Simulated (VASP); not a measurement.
# Cd2Sb3As (P1) in VASP: single point with PBEsol

Aim: the single point of Cd2Sb3As with PBEsol.

All numbers are computed with VASP 6.6.1; they aren't measurements. Logs are shortened: lines on timing, memory, paths and dates and some standing lists are left out, and cuts for length are marked.

## 1. The cell of the first run

The typed cell holds 6 atoms: a = 4.846 Å, b = 4.829 Å, c = 9.118 Å, α = 99.07°, β = 92.79°, γ = 119.78°.

## 2. Single point, PBEsol

The input, INCAR:

```
  PREC = Accurate
  ENCUT = 520
  EDIFF = 1E-6
  ISMEAR = -1
  SIGMA = 0.05
  LREAL = F
  LASPH = T
  NELM = 100
  ALGO = Normal
  ISIF = 2
  LWAVE = F
  LCHARG = F
  GGA = PS
  NBANDS = 31
```

The input, KPOINTS:

```
regular mesh
0
Gamma
  6 6 2
```

The input, POSCAR:

```
Cd2Sb3As
1.0
    4.8442040175      0.0083249965     -0.1200825635
   -2.4154724680      4.1630133282     -0.3881924182
   -0.2168151929     -0.9471108078      9.0662667245
Cd Sb As
2 3 1
Direct
    0.5668117880      0.2248519056      0.6459335906
    0.8038125658      0.4717702559      0.3424543081
    0.3586740456      0.6859267675     -0.0029086727
    0.4570905691      0.7898041210      0.3159981121
   -0.0844672419     -0.0902007942      0.6788518027
    0.0146731156      0.0099194445      0.9771055562
```

Potentials or basis: VASP PAW PBE potentials, release 64 (Cd, Sb, As).

Run with:

```bash
$ cat potpaw_PBE.64/Cd/POTCAR potpaw_PBE.64/Sb/POTCAR potpaw_PBE.64/As/POTCAR > POTCAR
$ mpirun -np 1 vasp_std > vasp.out
```

OUTCAR:

```text
PREC = Accurate
   ENCUT = 520
   EDIFF = 1E-6
   ISMEAR = -1
   LREAL = F
   LASPH = T
   NELM = 100
   ISIF = 2
   GGA = PS

 ion  position               nearest neighbor table
   1  0.567  0.225  0.646-   5 2.80   5 2.81   5 2.82   2 3.22   4 3.24
   2  0.804  0.472  0.342-   4 2.79   4 2.81   4 2.82   1 3.22   5 3.29
   3  0.359  0.686  0.997-   6 2.79   6 2.80   6 2.81   4 2.85
   4  0.457  0.790  0.316-   2 2.79   2 2.81   2 2.82   3 2.85   1 3.24   5 3.69
   5  0.916  0.910  0.679-   6 2.66   1 2.80   1 2.81   1 2.82   2 3.29   4 3.69
   6  0.015  0.010  0.977-   5 2.66   3 2.79   3 2.80   3 2.81

  LATTYP: Found a triclinic cell.
 ALAT       =    14.2884240371
 B/A-ratio  =     0.3379415415
 C/A-ratio  =     1.3364225056
 COS(alpha) =     0.0244823242
 COS(beta)  =     0.6338599574
 COS(gamma) =     0.7764512062

  Lattice vectors:

 A1 = (  -4.6141297431,   9.2731374642,  -9.8426515609)
 A2 = (  -2.4154724680,   4.1630133282,  -0.3881924182)
 A3 = (   5.2778344033,   1.9025466121, -18.2526160125)

Analysis of symmetry for initial positions (statically):
=====================================================================
 Subroutine PRICEL returns:
 Original cell was already a primitive cell.

 Routine SETGRP: Setting up the symmetry group for a
 triclinic supercell.

 Subroutine GETGRP returns: Found  1 space group operations
 (whereof  1 operations were pure point group operations)
 out of a pool of  2 trial point group operations.

The static configuration has the point symmetry C_1 .

Analysis of symmetry for dynamics (positions and initial velocities):
=====================================================================
 Subroutine PRICEL returns:
 Original cell was already a primitive cell.

 Routine SETGRP: Setting up the symmetry group for a
 triclinic supercell.

 Subroutine GETGRP returns: Found  1 space group operations
 (whereof  1 operations were pure point group operations)
 out of a pool of  2 trial point group operations.

The dynamic configuration has the point symmetry C_1 .

 Subroutine INISYM returns: Found  1 space group operations
 (whereof  1 operations are pure point group operations),
 and found     1 'primitive' translations

----------------------------------------------------------------------------------------

                                     Primitive cell

[... 93 lines left out ...]
   LNONCOLLINEAR =      F non collinear calculations
   LSORBIT =      F    spin-orbit coupling
   LASPH  =      T    aspherical Exc in radial PAW
   ENCUT  =  520.0 eV  38.22 Ry    6.18 a.u.   9.01  8.98 16.95*2*pi/ulx,y,z
   NELM   =    100;   NELMIN=  2; NELMDL= -5     # of ELM steps
   EDIFF  = 0.1E-05   stopping-criterion for ELM
   LREAL  =      F    real-space projection
   EDIFFG = 0.1E-04   stopping-criterion for IOM
   NSW    =      0    number of steps for IOM
   IBRION =     -1    ionic relax: 0-MD 1-quasi-New 2-CG
   NFREE  =      0    steps in history (QN), initial steepest desc. (CG)
   ISIF   =      2    stress and relaxation
   ISYM   =      2    0-nonsym 1-usesym 2-fastsym
   POTIM  = 0.5000    time-step for ionic-motion
   TEBEG  =    0.0;   TEEND  =   0.0 temperature during run
   PSTRESS=    0.0 pullay stress
   NELECT =      44.0000    total number of electrons
   NUPDOWN=      -1.0000    fix difference up-down
   EMIN   =  10.00;   EMAX   =-10.00  energy-range for DOS
   EFERMI =   0.00;   METHOD = LEGACY
   ISMEAR =    -1;   SIGMA  =   0.05  broadening in eV -4-tet -1-fermi 0-gaus
   EFERMI_NEDOS =   21; number of points for ismear=-14 and -15
   IALGO  =     38    algorithm
   IMIX   =      4    mixing-type and parameters
     AMIX     =   0.40;   BMIX     =  1.00
     AMIX_MAG =   1.60;   BMIX_MAG =  1.00
  volume/ion in A,a.u.               =      30.14       203.41
  Fermi-wavevector in a.u.,A,eV,Ry     =   1.021998  1.931296 14.211008  1.044480
  Thomas-Fermi vector in A             =   2.155653
   LORBIT       =      0    0 simple, 1 ext, 2 COOP (PROOUT), +10 PAW based schemes
   GGA     = PS    functional components
   LHFCALC =     F    Hartree Fock is set to
   AEXX    =    0.0000 exact exchange contribution
   IVDW    =     0    specifies the selected vdW correction
   LEPSILON=     F    determine dielectric tensor
   LRPA    =     F    only Hartree local field effects (RPA)
 non-spin polarized calculation
  energy-cutoff  :      520.00
  volume of cell :      180.85
 maximum number of plane-waves:      4893
   NGX = 17   NGY = 17   NGZ = 33

 number of electron      43.9999997 magnetization

 Free energy of the ion-electron system (eV)
  ---------------------------------------------------
  ext. energy  EPLUGINS =         0.00000000
  ---------------------------------------------------
  free energy    TOTEN  =       -20.77444758 eV

  energy without entropy =      -20.76938724  energy(sigma->0) =      -20.77191741

 E-fermi :   4.3942     XC(G=0):  -9.3021

 val. band max:        4.3098128197   @ k =   0.0000   0.0000   0.0000
 cond. band min:       4.4155665540   @ k =  -0.1667   0.3333  -0.0000
 fundamental gap:      0.1057537343
 Fermi energy:         4.3942000955

 k-point     1 :       0.0000    0.0000    0.0000
  band No.  band energies     occupation
      1      -8.5943      2.00000
      2      -6.1629      2.00000
      3      -5.8899      2.00000
      4      -4.8146      2.00000
      5      -4.8089      2.00000
      6      -4.7551      2.00000
[... 805 lines left out ...]
     30       8.4196      0.00000
     31       9.5548      0.00000

 [... further k-points ...]
[... 5 lines left out ...]
  --------------------------------------------------------------------------------------
  -------------------------------------------------------------------------------------
  Total        0.1485749      0.1713828      0.2165150     -0.0112208     -0.0181241     -0.0019860
  in kB        1.3162209      1.5182755      1.9181002     -0.0994050     -0.1605608     -0.0175942
  external PRESSURE =       1.5841989 kB  Pullay stress =       0.0000000 kB

 VOLUME and BASIS-vectors are now :
 -----------------------------------------------------------------------------
  energy-cutoff  :      520.00
  volume of cell :      180.85
      direct lattice vectors                 reciprocal lattice vectors
     4.844204018  0.008324996 -0.120082564     0.206660653  0.121554013  0.017640369
    -2.415472468  4.163013328 -0.388192418     0.000211524  0.242697984  0.025358591
    -0.216815193 -0.947110808  9.066266725     0.002746274  0.012001636  0.111618414

 POSITION                                       TOTAL-FORCE (eV/Angst)
 -----------------------------------------------------------------------------------
      2.06258      0.32901      5.70086         0.002349     -0.003406     -0.000260
      2.68003      1.64634      2.82512        -0.002010      0.004462     -0.000765
     -0.13553      1.91415      8.73055        -0.001389      0.001765     -0.039418
      0.23798      2.99249      2.50344         0.007912     -0.008061      0.029237
      2.09025      3.15218      5.69153        -0.008818      0.007116     -0.028011
     -0.16473     -0.88401      8.85309         0.001957     -0.001876      0.039217
 -----------------------------------------------------------------------------------
    total drift:                                0.000583      0.000509      0.000348

  FREE ENERGIE OF THE ION-ELECTRON SYSTEM (eV)
  ---------------------------------------------------
  free  energy   TOTEN  =       -20.7744475845 eV

  energy  without entropy=      -20.7693872413  energy(sigma->0) =      -20.77191741
```

It took 3.9 min on 1 thread of AMD EPYC 9755, shared host; peak memory 0.37 GiB.

Results:

- Free energy: -20.7744 eV
- Pressure: 0.2 GPa
- Largest force: 0.039 eV/Å
- Band gap on the k mesh: zero (band 22 reaches 4.60 eV, above the bottom of band 23 at 4.19 eV)

Forces in eV/Å, atoms in the order of the input:
```
Cd   0.002 -0.003  0.000
Cd  -0.002  0.004 -0.001
Sb  -0.001  0.002 -0.039
Sb   0.008 -0.008  0.029
Sb  -0.009  0.007 -0.028
As   0.002 -0.002  0.039
```

Levels at points of the mesh, in eV from the Fermi level:
```tsv
k point	band 20	band 21	band 22	band 23	band 24	band 25
(0.00, 0.00, 0.00)	-1.00	-0.88	-0.70	-0.16	-0.08	0.81
(0.50, 0.00, 0.00)	-1.94	-1.68	-1.64	0.15	1.07	1.57
(0.00, 0.50, 0.00)	-2.13	-1.96	-1.60	1.29	1.47	1.96
(0.50, 0.50, 0.00)	-2.19	-2.02	-1.37	0.53	0.72	1.42
(0.00, 0.00, 0.50)	-1.25	-1.07	-0.32	-0.21	0.07	0.79
(0.50, 0.00, 0.50)	-2.19	-1.77	-1.58	0.99	1.44	1.99
(0.00, 0.50, 0.50)	-2.06	-1.81	-1.31	0.29	0.70	1.07
(0.50, 0.50, 0.50)	-1.93	-1.83	-1.73	0.86	1.07	2.15
```

Caveat: the PAW data sets were made with another functional, which shifts forces and pressure a little; spin-orbit coupling is left out, which moves the levels of the heavy elements.
